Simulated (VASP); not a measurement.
# NaF (I-4m2) in VASP: a series of runs

Runs on NaF. Level: r2SCAN. Tasks: single point.

All numbers are computed with VASP 6.6.1; they aren't measurements. Logs are shortened: lines on timing, memory, paths and dates and some standing lists are left out, and cuts for length are marked.

## Step 1: The cell of the first run

Symmetry: I-4m2, No. 119, tetragonal system. Conventional cell: a = 3.580 Å, b = 3.580 Å, c = 4.860 Å, α = 90.00°, β = 90.00°, γ = 90.00°. Within 2.9 Å of Na (site symmetry -4m2) lie 4 F at 2.16 Å. Within 2.9 Å of F (site symmetry -4m2) lie 4 Na at 2.16 Å.

## Step 2: Single point, r2SCAN (uniaxial x strain -4.0%)

File POSCAR:

```
NaF
1.0
    0.0000000000      2.5312613515      2.5312613515
    2.4300108974      0.0000000000      2.5312613515
    2.4300108974      2.5312613515      0.0000000000
Na F
1 1
Direct
    0.0000000000      0.0000000000      0.0000000000
    0.2500000000      0.2500000000      0.2500000000
```

File INCAR.step1:

```
  PREC = Accurate
  ENCUT = 520
  ISMEAR = 0
  SIGMA = 0.01
  LREAL = False
  LASPH = True
  NELM = 100
  NBANDS = 14
  GGA = PE
  ALGO = Normal
  EDIFF = 1E-4
  LWAVE = True
  LCHARG = False
```

File INCAR.step2:

```
  PREC = Accurate
  ENCUT = 520
  EDIFF = 1E-6
  ISMEAR = 0
  SIGMA = 0.01
  LREAL = False
  LASPH = True
  NELM = 100
  ALGO = Normal
  ISIF = 2
  LWAVE = False
  LCHARG = False
  METAGGA = R2SCAN
  LMIXTAU = True
  NBANDS = 14
  ISTART = 1
```

File KPOINTS:

```
regular mesh
0
Gamma
  8 8 8
```

Potentials or basis: VASP PAW PBE potentials, release 64 (Na_pv, F).

The run is started by

```console
> cat potpaw_PBE.64/Na_pv/POTCAR potpaw_PBE.64/F/POTCAR > POTCAR
> cp INCAR.step1 INCAR
> mpirun -np 1 vasp_std > vasp.out
> cp INCAR.step2 INCAR
> mpirun -np 1 vasp_std > vasp.out
```

OUTCAR:

```text
PREC = Accurate
   ENCUT = 520
   EDIFF = 1E-6
   ISMEAR = 0
   LREAL = False
   LASPH = True
   NELM = 100
   ISIF = 2
   METAGGA = R2SCAN
   ISTART = 1

 ion  position               nearest neighbor table
   1  0.000  0.000  0.000-   2 2.16   2 2.16   2 2.16   2 2.16
   2  0.250  0.250  0.250-   1 2.16   1 2.16   1 2.16   1 2.16

  LATTYP: Found a body centered tetragonal cell.
 ALAT       =     3.5797441332
 C/A-ratio  =     1.3576450199

  Lattice vectors:

 A1 = (  -2.4300108974,   0.0000000000,  -2.5312613515)
 A2 = (  -2.4300108974,   0.0000000000,   2.5312613515)
 A3 = (   2.4300108974,   2.5312613515,   0.0000000000)

Analysis of symmetry for initial positions (statically):
=====================================================================
 Subroutine PRICEL returns:
 Original cell was already a primitive cell.

 Routine SETGRP: Setting up the symmetry group for a
 body centered tetragonal supercell.

 Subroutine GETGRP returns: Found  8 space group operations
 (whereof  8 operations were pure point group operations)
 out of a pool of 16 trial point group operations.

The static configuration has the point symmetry D_2d.

Analysis of symmetry for dynamics (positions and initial velocities):
=====================================================================
 Subroutine PRICEL returns:
 Original cell was already a primitive cell.

 Routine SETGRP: Setting up the symmetry group for a
 body centered tetragonal supercell.

 Subroutine GETGRP returns: Found  8 space group operations
 (whereof  8 operations were pure point group operations)
 out of a pool of 16 trial point group operations.

The dynamic configuration has the point symmetry D_2d.

 Subroutine INISYM returns: Found  8 space group operations
 (whereof  8 operations are pure point group operations),
 and found     1 'primitive' translations

----------------------------------------------------------------------------------------

                                     Primitive cell

  volume of cell :      31.1395

  direct lattice vectors                    reciprocal lattice vectors
     0.000000000  2.531261351  2.531261351    -0.205760394  0.197529978  0.197529978
     2.430010897  0.000000000  2.531261351     0.205760394 -0.197529978  0.197529978
     2.430010897  2.531261351  0.000000000     0.205760394  0.197529978 -0.197529978

  length of vectors
     3.579744133  3.508879734  3.508879734     0.346948879  0.346948879  0.346948879

  position of ions in fractional coordinates (direct lattice)
     0.000000000  0.000000000  0.000000000
     0.250000000  0.250000000  0.250000000

  ion indices of the primitive-cell ions
   primitive index   ion index
                 1           1
                 2           2

----------------------------------------------------------------------------------------

 KPOINTS: regular mesh

Automatic generation of k-mesh.
 Grid dimensions read from file:
 generate k-points for:    8    8    8

 Generating k-lattice:

  Cartesian coordinates                     Fractional coordinates (reciprocal lattice)
    -0.025720049  0.024691247  0.024691247     0.125000000  0.000000000  0.000000000
     0.025720049 -0.024691247  0.024691247     0.000000000  0.125000000  0.000000000
     0.025720049  0.024691247 -0.024691247     0.000000000  0.000000000  0.125000000

  Length of vectors
     0.043368610  0.043368610  0.043368610

  Shift w.r.t. Gamma in fractional coordinates (k-lattice)
     0.000000000  0.000000000  0.000000000

 Subroutine IBZKPT returns following result:
 ===========================================

 Found     59 irreducible k-points:

 Following reciprocal coordinates:
            Coordinates               Weight
  0.000000  0.000000  0.000000      1.000000
  0.125000  0.000000  0.000000      8.000000
  0.250000  0.000000  0.000000      8.000000
  0.375000 -0.000000 -0.000000      8.000000
  0.500000  0.000000  0.000000      4.000000
  0.125000  0.125000  0.000000      4.000000
[... 16 lines left out ...]
  0.250000  0.125000  0.125000      4.000000
  0.375000  0.125000  0.125000      8.000000
 [... further k-points ...]
   k-points           NKPTS =     59   k-points in BZ     NKDIM =     59   number of bands    NBANDS=     14
   number of dos      NEDOS =    301   number of ions     NIONS =      2
   total plane-waves  NPLWV =  21952
   dimension x,y,z NGX =    28 NGY =   28 NGZ =   28
   dimension x,y,z NGXF=    56 NGYF=   56 NGZF=   56
   ions per type =               1   1
   NGX,Y,Z   is equivalent  to a cutoff of  13.00, 13.27, 13.27 a.u.
   NGXF,Y,Z  is equivalent  to a cutoff of  26.01, 26.53, 26.53 a.u.
 SYSTEM =  unknown system
   PREC   = accura    normal or accurate (medium, high low for compatibility)
   ISTART =      1    job   : 0-new  1-cont  2-samecut
   ICHARG =      0    charge: 1-file 2-atom 10-const
   ISPIN  =      1    spin polarized calculation?
   LNONCOLLINEAR =      F non collinear calculations
   LSORBIT =      F    spin-orbit coupling
   LASPH  =      T    aspherical Exc in radial PAW
   ENCUT  =  520.0 eV  38.22 Ry    6.18 a.u.   6.66  6.52  6.52*2*pi/ulx,y,z
   NELM   =    100;   NELMIN=  2; NELMDL=  0     # of ELM steps
   EDIFF  = 0.1E-05   stopping-criterion for ELM
   LREAL  =      F    real-space projection
   EDIFFG = 0.1E-04   stopping-criterion for IOM
   NSW    =      0    number of steps for IOM
   IBRION =     -1    ionic relax: 0-MD 1-quasi-New 2-CG
   NFREE  =      0    steps in history (QN), initial steepest desc. (CG)
   ISIF   =      2    stress and relaxation
   ISYM   =      2    0-nonsym 1-usesym 2-fastsym
   POTIM  = 0.5000    time-step for ionic-motion
   TEBEG  =    0.0;   TEEND  =   0.0 temperature during run
   PSTRESS=    0.0 pullay stress
   NELECT =      14.0000    total number of electrons
   NUPDOWN=      -1.0000    fix difference up-down
   EMIN   =  10.00;   EMAX   =-10.00  energy-range for DOS
   EFERMI =   0.00;   METHOD = LEGACY
   ISMEAR =     0;   SIGMA  =   0.01  broadening in eV -4-tet -1-fermi 0-gaus
   EFERMI_NEDOS =   21; number of points for ismear=-14 and -15
   IALGO  =     38    algorithm
   IMIX   =      4    mixing-type and parameters
     AMIX     =   0.40;   BMIX     =  1.00
     AMIX_MAG =   1.60;   BMIX_MAG =  1.00
  volume/ion in A,a.u.               =      15.57       105.07
  Fermi-wavevector in a.u.,A,eV,Ry     =   1.254142  2.369985 21.400231  1.572873
  Thomas-Fermi vector in A             =   2.387961
   LORBIT       =      0    0 simple, 1 ext, 2 COOP (PROOUT), +10 PAW based schemes
   METAGGA = R2SCAN    functional components
   LHFCALC =     F    Hartree Fock is set to
   AEXX    =    0.0000 exact exchange contribution
   IVDW    =     0    specifies the selected vdW correction
   LEPSILON=     F    determine dielectric tensor
   LRPA    =     F    only Hartree local field effects (RPA)
 non-spin polarized calculation
 Gauss-broadening in eV      SIGMA  =   0.01
  energy-cutoff  :      520.00
  volume of cell :       31.14
 maximum number of plane-waves:       857
   NGX = 13   NGY = 13   NGZ = 13

 number of electron      13.9999995 magnetization

 Free energy of the ion-electron system (eV)
  ---------------------------------------------------
  ext. energy  EPLUGINS =         0.00000000
  ---------------------------------------------------
  free energy    TOTEN  =       -12.31705524 eV

  energy without entropy =      -12.31705524  energy(sigma->0) =      -12.31705524

 E-fermi :  -3.7473     XC(G=0):  -8.4237

 val. band max:       -3.8686336982   @ k =   0.0000   0.0000   0.0000
 cond. band min:       2.5250286906   @ k =   0.0000   0.0000   0.0000
 fundamental gap:      6.3936623888
 Fermi energy:        -3.7472799622

 k-point     1 :       0.0000    0.0000    0.0000
  band No.  band energies     occupation
      1     -23.7830      2.00000
      2     -23.1559      2.00000
      3     -23.1495      2.00000
      4     -23.1493      2.00000
      5      -3.8905      2.00000
      6      -3.8905      2.00000
      7      -3.8686      2.00000
      8       2.5250      0.00000
      9      17.0105      0.00000
     10      17.0107      0.00000
     11      17.1393      0.00000
     12      18.1199      0.00000
     13      18.1201      0.00000
     14      18.8006      0.00000

 k-point     2 :       0.1250    0.0000    0.0000
  band No.  band energies     occupation
      1     -23.8783      2.00000
      2     -23.1558      2.00000
      3     -23.1515      2.00000
      4     -23.0476      2.00000
      5      -4.0421      2.00000
      6      -3.8981      2.00000
      7      -3.8773      2.00000
      8       2.9569      0.00000
      9      14.8884      0.00000
     10      16.2188      0.00000
     11      16.6262      0.00000
     12      18.0600      0.00000
     13      18.0809      0.00000
     14      18.6058      0.00000

 k-point     3 :       0.2500    0.0000    0.0000
  band No.  band energies     occupation
      1     -24.0406      2.00000
      2     -23.1598      2.00000
      3     -23.1569      2.00000
      4     -22.8647      2.00000
      5      -4.3671      2.00000
      6      -3.9163      2.00000
      7      -3.8818      2.00000
      8       4.0736      0.00000
      9      12.1770      0.00000
     10      15.1343      0.00000
     11      15.7116      0.00000
     12      17.8055      0.00000
     13      18.5853      0.00000
     14      18.9616      0.00000
[... 324 lines left out ...]
 k-point    23 :       0.2500    0.1250    0.1250
  band No.  band energies     occupation
      1     -23.9865      2.00000
      2     -23.1663      2.00000
      3     -23.1532      2.00000
      4     -22.9199      2.00000
      5      -4.2050      2.00000
      6      -3.9243      2.00000
      7      -3.8970      2.00000
      8       3.5750      0.00000
      9      13.5677      0.00000
     10      14.8000      0.00000
     11      15.6445      0.00000
     12      17.8587      0.00000
     13      18.7325      0.00000
     14      20.2901      0.00000

 k-point    24 :       0.3750    0.1250    0.1250
  band No.  band energies     occupation
      1     -24.1165      2.00000
      2     -23.1756      2.00000
      3     -23.1585      2.00000
      4     -22.7641      2.00000
      5      -4.4485      2.00000
      6      -3.9728      2.00000
      7      -3.9153      2.00000
      8       4.7639      0.00000
      9      11.3594      0.00000
     10      13.9138      0.00000
     11      14.7881      0.00000
     12      18.6015      0.00000
     13      18.9974      0.00000
     14      20.0462      0.00000

 [... further k-points ...]
[... 5 lines left out ...]
  --------------------------------------------------------------------------------------
  -------------------------------------------------------------------------------------
  Total        0.2406833      0.2615224      0.2615224      0.0000000      0.0000000      0.0000000
  in kB       12.3835244     13.4557299     13.4557299      0.0000000      0.0000000      0.0000000
  external PRESSURE =      13.0983281 kB  Pullay stress =       0.0000000 kB

 VOLUME and BASIS-vectors are now :
 -----------------------------------------------------------------------------
  energy-cutoff  :      520.00
  volume of cell :       31.14
      direct lattice vectors                 reciprocal lattice vectors
     0.000000000  2.531261351  2.531261351    -0.205760394  0.197529978  0.197529978
     2.430010897  0.000000000  2.531261351     0.205760394 -0.197529978  0.197529978
     2.430010897  2.531261351  0.000000000     0.205760394  0.197529978 -0.197529978

 POSITION                                       TOTAL-FORCE (eV/Angst)
 -----------------------------------------------------------------------------------
      0.00000      0.00000      0.00000         0.000000      0.000000      0.000000
      1.21501      1.26563      1.26563        -0.000000     -0.000000     -0.000000
 -----------------------------------------------------------------------------------
    total drift:                               -0.000003      0.000002      0.000003

  FREE ENERGIE OF THE ION-ELECTRON SYSTEM (eV)
  ---------------------------------------------------
  free  energy   TOTEN  =       -12.3170552398 eV

  energy  without entropy=      -12.3170552398  energy(sigma->0) =      -12.31705524
```

It took 79 s on 1 thread of Intel Xeon Platinum 8488C (Sapphire Rapids), shared host; peak memory 0.16 GiB.

What came out:

```
Free energy            : -12.3171 eV
Pressure               : 1.3 GPa
Band gap on the k mesh : 6.39 eV, direct
```

Levels at points of the mesh, in eV from the valence-band top:
| k point | band 3 | band 4 | band 5 | band 6 | band 7 | band 8 | band 9 | band 10 | band 11 | band 12 |
| --- | --- | --- | --- | --- | --- | --- | --- | --- | --- | --- |
| (0.00, 0.00, 0.00) | -19.28 | -19.28 | -0.02 | -0.02 | 0.00 | 6.39 | 20.88 | 20.88 | 21.01 | 21.99 |
| (0.50, 0.00, 0.00) | -19.30 | -18.81 | -0.86 | -0.07 | -0.02 | 10.74 | 12.05 | 18.06 | 18.68 | 21.68 |
| (0.50, 0.50, 0.00) | -19.31 | -18.66 | -0.82 | -0.15 | -0.14 | 10.57 | 12.83 | 18.10 | 18.52 | 18.91 |
| (0.00, 0.50, 0.50) | -19.32 | -18.70 | -0.77 | -0.20 | -0.20 | 10.73 | 13.15 | 18.02 | 18.23 | 18.23 |

Caveat: the cell differs from its parent crystal (uniaxial x strain -4.0%); the PAW data sets were made with another functional, which shifts forces and pressure a little.

## Step 3: Single point, r2SCAN (epitaxial xy strain -3.0%)

File POSCAR:

```
NaF
1.0
    0.0000000000      2.4553235110      2.6561067367
    2.4553235110      0.0000000000      2.6561067367
    2.4553235110      2.4553235110      0.0000000000
Na F
1 1
Direct
    0.0000000000      0.0000000000      0.0000000000
    0.2500000000      0.2500000000      0.2500000000
```

File INCAR.step1:

```
SYSTEM = NaF
  ALGO = Normal
  EDIFF = 1E-4
  ENCUT = 520
  GGA = PE
  ISMEAR = 0
  LASPH = .TRUE.
  LCHARG = .FALSE.
  LREAL = .FALSE.
  LWAVE = .TRUE.
  NBANDS = 14
  NELM = 100
  PREC = Accurate
  SIGMA = 0.01
```

File INCAR.step2:

```
SYSTEM = NaF
  ALGO = Normal
  EDIFF = 1E-7
  ENCUT = 520
  ISIF = 2
  ISMEAR = 0
  ISTART = 1
  LASPH = .TRUE.
  LCHARG = .FALSE.
  LMIXTAU = .TRUE.
  LREAL = .FALSE.
  LWAVE = .FALSE.
  METAGGA = R2SCAN
  NBANDS = 14
  NELM = 100
  PREC = Accurate
  SIGMA = 0.01
```

File KPOINTS:

```
k-points
0
G
  8 8 8
  0 0 0
```

Potentials or basis: VASP PAW PBE potentials, release 64 (Na_pv, F).

The run is started by

```console
> cat potpaw_PBE.64/Na_pv/POTCAR potpaw_PBE.64/F/POTCAR > POTCAR
> cp INCAR.step1 INCAR
> mpirun -np 1 vasp_std > vasp.out
> cp INCAR.step2 INCAR
> mpirun -np 1 vasp_std > vasp.out
```

OUTCAR:

```text
SYSTEM = NaF
   EDIFF = 1E-7
   ENCUT = 520
   ISIF = 2
   ISMEAR = 0
   ISTART = 1
   LASPH = .TRUE.
   LREAL = .FALSE.
   METAGGA = R2SCAN
   NELM = 100
   PREC = Accurate

 ion  position               nearest neighbor table
   1  0.000  0.000  0.000-   2 2.19   2 2.19   2 2.19   2 2.19
   2  0.250  0.250  0.250-   1 2.19   1 2.19   1 2.19   1 2.19

  LATTYP: Found a body centered tetragonal cell.
 ALAT       =     3.4723518093
 C/A-ratio  =     1.5298603843

  Lattice vectors:

 A1 = (  -2.4553235110,   0.0000000000,   2.6561067367)
 A2 = (   2.4553235110,   0.0000000000,   2.6561067367)
 A3 = (   0.0000000000,   2.4553235110,  -2.6561067367)

Analysis of symmetry for initial positions (statically):
=====================================================================
 Subroutine PRICEL returns:
 Original cell was already a primitive cell.

 Routine SETGRP: Setting up the symmetry group for a
 body centered tetragonal supercell.

 Subroutine GETGRP returns: Found  8 space group operations
 (whereof  8 operations were pure point group operations)
 out of a pool of 16 trial point group operations.

The static configuration has the point symmetry D_2d.

[... 168 lines left out ...]
  band No.  band energies     occupation
      1     -23.8289      2.00000
      2     -23.3428      2.00000
      3     -23.3427      2.00000
      4     -23.3293      2.00000
      5      -3.9895      2.00000
      6      -3.9285      2.00000
      7      -3.9285      2.00000
      8       2.3557      0.00000
      9      16.5417      0.00000
     10      16.7784      0.00000
     11      16.7785      0.00000
     12      17.1426      0.00000
     13      17.4310      0.00000
     14      18.4300      0.00000
[... 377 lines left out ...]
      1     -24.2008      2.00000
      2     -23.3592      2.00000
      3     -23.3468      2.00000
      4     -22.9116      2.00000
      5      -4.5946      2.00000
      6      -4.0568      2.00000
      7      -3.9832      2.00000
      8       5.1224      0.00000
      9      10.2542      0.00000
     10      13.5602      0.00000
     11      14.4189      0.00000
     12      17.1639      0.00000
     13      18.9409      0.00000
     14      20.0046      0.00000

 [... further k-points ...]
[... 5 lines left out ...]
  --------------------------------------------------------------------------------------
  -------------------------------------------------------------------------------------
  Total        0.0212253      0.0212253     -0.0662555      0.0000000      0.0000000      0.0000000
  in kB        1.0618698      1.0618698     -3.3146651      0.0000000      0.0000000      0.0000000
  external PRESSURE =      -0.3969752 kB  Pullay stress =       0.0000000 kB

 VOLUME and BASIS-vectors are now :
 -----------------------------------------------------------------------------
  energy-cutoff  :      520.00
  volume of cell :       32.03
      direct lattice vectors                 reciprocal lattice vectors
     0.000000000  2.455323511  2.656106737    -0.203639153  0.203639153  0.188245447
     2.455323511  0.000000000  2.656106737     0.203639153 -0.203639153  0.188245447
     2.455323511  2.455323511  0.000000000     0.203639153  0.203639153 -0.188245447

 POSITION                                       TOTAL-FORCE (eV/Angst)
 -----------------------------------------------------------------------------------
      0.00000      0.00000      0.00000         0.000000      0.000000     -0.000000
      1.22766      1.22766      1.32805        -0.000000     -0.000000      0.000000
 -----------------------------------------------------------------------------------
    total drift:                               -0.000002     -0.000002      0.000016

  FREE ENERGIE OF THE ION-ELECTRON SYSTEM (eV)
  ---------------------------------------------------
  free  energy   TOTEN  =       -12.3194827278 eV

  energy  without entropy=      -12.3194827278  energy(sigma->0) =      -12.31948273
```

Wall time 2 min (1 thread of Intel Xeon Platinum 8488C (Sapphire Rapids), shared host); peak memory 0.17 GiB.

Results:

```
Free energy            : -12.3195 eV
Pressure               : 0.0 GPa
Band gap on the k mesh : 6.27 eV, indirect (least direct gap 6.28 eV)
```

Stress tensor (GPa, compression positive):
```
 0.11  0.00  0.00
 0.00  0.11  0.00
 0.00  0.00 -0.33
```

Caveat: the cell differs from its parent crystal (epitaxial xy strain -3.0%); the PAW data sets were made with another functional, which shifts forces and pressure a little.
